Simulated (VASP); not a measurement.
# LiP4Ir (F-43m) in VASP: further runs, part 2 of 2

VASP 6.6.1. The steps go on from the part before.

### Step 3. Relaxation of cell and atoms, PBE

This run uses another cell than the first one, of 14.87 Å³/atom.

The input, INCAR:

```
SYSTEM = LiP4Ir
  PREC = Accurate
  ENCUT = 600
  EDIFF = 1E-7
  ISMEAR = 0
  SIGMA = 0.1
  LREAL = .False.
  LASPH = .True.
  NELM = 80
  ALGO = Normal
  ISIF = 3
  LWAVE = .False.
  LCHARG = .False.
  GGA = PE
  IBRION = 2
  NSW = 100
  EDIFFG = -0.01
```

The input, KPOINTS:

```
Automatic mesh
0
Gamma
  10 10 10
  0 0 0
```

The input, POSCAR:

```
LiP4Ir
1.0
    0.0000000000      3.5464064976      3.5464064976
    3.5464064976      0.0000000000      3.5464064976
    3.5464064976      3.5464064976      0.0000000000
Li P Ir
1 4 1
Direct
    0.7500000000      0.7500000000      0.7500000000
    0.3750000000      0.8750000000      0.3750000000
    0.3750000000      0.3750000000      0.8750000000
    0.3750000000      0.3750000000      0.3750000000
    0.8750000000      0.3750000000      0.3750000000
    0.0000000000      0.0000000000      0.0000000000
```

Potentials or basis: VASP PAW PBE potentials, release 64 (Li_sv, P, Ir).

On the command line:

```sh
$ cat potpaw_PBE.64/Li_sv/POTCAR potpaw_PBE.64/P/POTCAR potpaw_PBE.64/Ir/POTCAR > POTCAR
$ mpirun -np 1 vasp_std > vasp.out
```

OUTCAR:

```text
SYSTEM = LiP4Ir
   PREC = Accurate
   ENCUT = 600
   EDIFF = 1E-7
   ISMEAR = 0
   LREAL = .False.
   LASPH = .True.
   NELM = 80
   ISIF = 3
   GGA = PE
   IBRION = 2
   NSW = 100
   EDIFFG = -0.01

 ion  position               nearest neighbor table
   1  0.750  0.750  0.750-
   2  0.375  0.875  0.375-   4 2.51   3 2.51   3 2.51   4 2.51   5 2.51   5 2.51   6 2.94   6 2.94
                             6 2.94
   3  0.375  0.375  0.875-   4 2.51   2 2.51   4 2.51   5 2.51   2 2.51   5 2.51   6 2.94   6 2.94
                             6 2.94
   4  0.375  0.375  0.375-   2 2.51   3 2.51   5 2.51   3 2.51   2 2.51   5 2.51   6 2.94   6 2.94
                             6 2.94
   5  0.875  0.375  0.375-   4 2.51   3 2.51   2 2.51   2 2.51   3 2.51   4 2.51   6 2.94   6 2.94
                             6 2.94
   6  0.000  0.000  0.000-   2 2.94   3 2.94   5 2.94   2 2.94   4 2.94   5 2.94   3 2.94   4 2.94
                             5 2.94   2 2.94   3 2.94   4 2.94

  LATTYP: Found a face centered cubic cell.
 ALAT       =     7.0928129952

  Lattice vectors:

 A1 = (   0.0000000000,   3.5464064976,   3.5464064976)
 A2 = (   3.5464064976,   0.0000000000,   3.5464064976)
 A3 = (   3.5464064976,   3.5464064976,   0.0000000000)

Analysis of symmetry for initial positions (statically):
=====================================================================
 Subroutine PRICEL returns:
 Original cell was already a primitive cell.

 Routine SETGRP: Setting up the symmetry group for a
 face centered cubic supercell.

 Subroutine GETGRP returns: Found 24 space group operations
 (whereof 24 operations were pure point group operations)
 out of a pool of 48 trial point group operations.

The static configuration has the point symmetry T_d .

Analysis of symmetry for dynamics (positions and initial velocities):
=====================================================================
 Subroutine PRICEL returns:
 Original cell was already a primitive cell.

 Routine SETGRP: Setting up the symmetry group for a
 face centered cubic supercell.

 Subroutine GETGRP returns: Found 24 space group operations
 (whereof 24 operations were pure point group operations)
 out of a pool of 48 trial point group operations.

The dynamic configuration has the point symmetry T_d .

 Subroutine INISYM returns: Found 24 space group operations
 (whereof 24 operations are pure point group operations),
 and found     1 'primitive' translations

----------------------------------------------------------------------------------------

                                     Primitive cell

  volume of cell :      89.2063

  direct lattice vectors                    reciprocal lattice vectors
     0.000000000  3.546406498  3.546406498    -0.140987786  0.140987786  0.140987786
     3.546406498  0.000000000  3.546406498     0.140987786 -0.140987786  0.140987786
     3.546406498  3.546406498  0.000000000     0.140987786  0.140987786 -0.140987786

  length of vectors
     5.015376167  5.015376167  5.015376167     0.244198008  0.244198008  0.244198008

  position of ions in fractional coordinates (direct lattice)
     0.750000000  0.750000000  0.750000000
     0.375000000  0.875000000  0.375000000
     0.375000000  0.375000000  0.875000000
[... 65 lines left out ...]
 [... further k-points ...]
   k-points           NKPTS =     47   k-points in BZ     NKDIM =     47   number of bands    NBANDS=     20
   number of dos      NEDOS =    301   number of ions     NIONS =      6
   total plane-waves  NPLWV =  64000
   dimension x,y,z NGX =    40 NGY =   40 NGZ =   40
   dimension x,y,z NGXF=    80 NGYF=   80 NGZF=   80
   ions per type =               1   4   1
   NGX,Y,Z   is equivalent  to a cutoff of  13.26, 13.26, 13.26 a.u.
   NGXF,Y,Z  is equivalent  to a cutoff of  26.52, 26.52, 26.52 a.u.
 SYSTEM =  LiP4Ir
   PREC   = accura    normal or accurate (medium, high low for compatibility)
   ISTART =      0    job   : 0-new  1-cont  2-samecut
   ICHARG =      2    charge: 1-file 2-atom 10-const
   ISPIN  =      1    spin polarized calculation?
   LNONCOLLINEAR =      F non collinear calculations
   LSORBIT =      F    spin-orbit coupling
   LASPH  =      T    aspherical Exc in radial PAW
   ENCUT  =  600.0 eV  44.10 Ry    6.64 a.u.  10.02 10.02 10.02*2*pi/ulx,y,z
   NELM   =     80;   NELMIN=  2; NELMDL= -5     # of ELM steps
   EDIFF  = 0.1E-06   stopping-criterion for ELM
   LREAL  =      F    real-space projection
   EDIFFG = -.1E-01   stopping-criterion for IOM
   NSW    =    100    number of steps for IOM
   IBRION =      2    ionic relax: 0-MD 1-quasi-New 2-CG
   NFREE  =      1    steps in history (QN), initial steepest desc. (CG)
   ISIF   =      3    stress and relaxation
   ISYM   =      2    0-nonsym 1-usesym 2-fastsym
   POTIM  = 0.5000    time-step for ionic-motion
   TEBEG  =    0.0;   TEEND  =   0.0 temperature during run
   PSTRESS=    0.0 pullay stress
   NELECT =      32.0000    total number of electrons
   NUPDOWN=      -1.0000    fix difference up-down
   EMIN   =  10.00;   EMAX   =-10.00  energy-range for DOS
   EFERMI =   0.00;   METHOD = LEGACY
   ISMEAR =     0;   SIGMA  =   0.10  broadening in eV -4-tet -1-fermi 0-gaus
   EFERMI_NEDOS =   21; number of points for ismear=-14 and -15
   IALGO  =     38    algorithm
   IMIX   =      4    mixing-type and parameters
     AMIX     =   0.40;   BMIX     =  1.00
     AMIX_MAG =   1.60;   BMIX_MAG =  1.00
  volume/ion in A,a.u.               =      14.87       100.33
  Fermi-wavevector in a.u.,A,eV,Ry     =   1.163214  2.198156 18.409594  1.353067
  Thomas-Fermi vector in A             =   2.299766
   LORBIT       =      0    0 simple, 1 ext, 2 COOP (PROOUT), +10 PAW based schemes
   GGA     = PE    functional components
   LHFCALC =     F    Hartree Fock is set to
   AEXX    =    0.0000 exact exchange contribution
   IVDW    =     0    specifies the selected vdW correction
   LEPSILON=     F    determine dielectric tensor
   LRPA    =     F    only Hartree local field effects (RPA)
 conjugate gradient relaxation of ions
 non-spin polarized calculation
 Gauss-broadening in eV      SIGMA  =   0.10
  energy-cutoff  :      600.00
  volume of cell :       89.21
 maximum number of plane-waves:      3000
   NGX = 21   NGY = 21   NGZ = 21

--------------------------------------- Ionic step        1  -------------------------------------------

 number of electron      31.9999997 magnetization

 Free energy of the ion-electron system (eV)
  ---------------------------------------------------
  ext. energy  EPLUGINS =         0.00000000
  ---------------------------------------------------
  free energy    TOTEN  =       -29.06885262 eV

  energy without entropy =      -29.04742940  energy(sigma->0) =      -29.05814101

------------------------ aborting loop because EDIFF is reached ----------------------------------------

  FORCE on cell =-STRESS in cart. coord.  units (eV):
  Direction    XX          YY          ZZ          XY          YZ          ZX
  --------------------------------------------------------------------------------------
  -------------------------------------------------------------------------------------
  Total       -1.4101224     -1.4101224     -1.4101224      0.0000000     -0.0000000      0.0000000
  in kB      -25.3263060    -25.3263060    -25.3263060      0.0000000     -0.0000000      0.0000000
  external PRESSURE =     -25.3263060 kB  Pullay stress =       0.0000000 kB
[... 267 lines left out ...]
--------------------------------------- Ionic step        8  -------------------------------------------

 number of electron      31.9999997 magnetization

 Free energy of the ion-electron system (eV)
  ---------------------------------------------------
  ext. energy  EPLUGINS =         0.00000000
  ---------------------------------------------------
  free energy    TOTEN  =       -29.12369290 eV

  energy without entropy =      -29.10907383  energy(sigma->0) =      -29.11638337

 E-fermi :   8.4489     XC(G=0): -11.2060

 val. band max:        8.4449475019   @ k =   0.5000   0.4000   0.1000
 cond. band min:       8.4521687226   @ k =   0.2000   0.2000   0.0000
 fundamental gap:      0.0072212207
 Fermi energy:         8.4488653567

 k-point     1 :       0.0000    0.0000    0.0000
  band No.  band energies     occupation
      1     -38.1721      2.00000
      2      -7.7250      2.00000
      3      -0.8466      2.00000
      4      -0.3660      2.00000
      5      -0.3660      2.00000
      6      -0.3660      2.00000
[... 541 lines left out ...]
     19      10.1941      0.00000
     20      10.6899      0.00000

 [... further k-points ...]

------------------------ aborting loop because EDIFF is reached ----------------------------------------

  FORCE on cell =-STRESS in cart. coord.  units (eV):
  Direction    XX          YY          ZZ          XY          YZ          ZX
  --------------------------------------------------------------------------------------
  -------------------------------------------------------------------------------------
  Total        0.0038031      0.0038031      0.0038031      0.0000000      0.0000000      0.0000000
  in kB        0.0697870      0.0697870      0.0697870      0.0000000      0.0000000      0.0000000
  external PRESSURE =       0.0697870 kB  Pullay stress =       0.0000000 kB
[... 21 lines left out ...]
  FREE ENERGIE OF THE ION-ELECTRON SYSTEM (eV)
  ---------------------------------------------------
  free  energy   TOTEN  =       -29.1236928973 eV

  energy  without entropy=      -29.1090738334  energy(sigma->0) =      -29.11638337

 reached required accuracy - stopping structural energy minimisation
```

Run time: 8.7 min. Hardware: 1 thread of Intel Xeon Platinum 8259CL at 2.50GHz (Skylake/Cascade Lake), shared host; peak memory 0.31 GiB.

What came out:

```
Free energy                           : -29.1237 eV
Relaxed volume                        : 14.55 Å³/atom
Relaxed cell                          : a = 4.980 Å, b = 4.980 Å, c = 4.980 Å, α = 60.00°, β = 60.00°, γ = 60.00°
Space group after relaxing (to 0.1 Å) : F-43m (No. 216)
Energy gained by relaxing             : 9.1 meV/atom
Ionic steps                           : 8
Pressure after relaxing               : 0.0 GPa
Band gap on the k mesh                : zero (bands 16 and 17 overlap by 1.62 eV)
```

The path:
| step | energy change (eV) | largest force (eV/Å) | pressure (GPa) | volume (Å³) |
| --- | --- | --- | --- | --- |
| 1 | 0.0000 | 0.2286 | -2.53 | 89.21 |
| 2 | -0.0311 | 0.2173 | 0.37 | 86.21 |
| 3 | -0.0312 | 0.2154 | 0.52 | 86.07 |
| 4 | -0.0407 | 0.1597 | 0.52 | 86.10 |
| 5 | -0.0514 | 0.0364 | 1.09 | 86.20 |
| 6 | -0.0528 | 0.0044 | -0.72 | 88.19 |
| 7 | -0.0548 | 0.0148 | 0.04 | 87.32 |
| 8 | -0.0548 | 0.0057 | 0.01 | 87.31 |

Final structure:
```
Li P Ir
1.0
     0.00000    3.52114    3.52114
     3.52114    0.00000    3.52114
     3.52114    3.52114    0.00000
Li P Ir
1 4 1
Direct
  0.75000 0.75000 0.75000
  0.38027 0.85920 0.38027
  0.38027 0.38027 0.85920
  0.38027 0.38027 0.38027
  0.85920 0.38027 0.38027
  0.00000 0.00000 0.00000
```

Caveat: the cutoff is under 1.25 times the usual one of these potentials, so pressure, stress and relaxed cells hold a basis-set (Pulay) error; spin-orbit coupling is left out, which moves the levels of the heavy elements.

The gap in the log of VASP goes by the Fermi energy; the results here count the filled bands.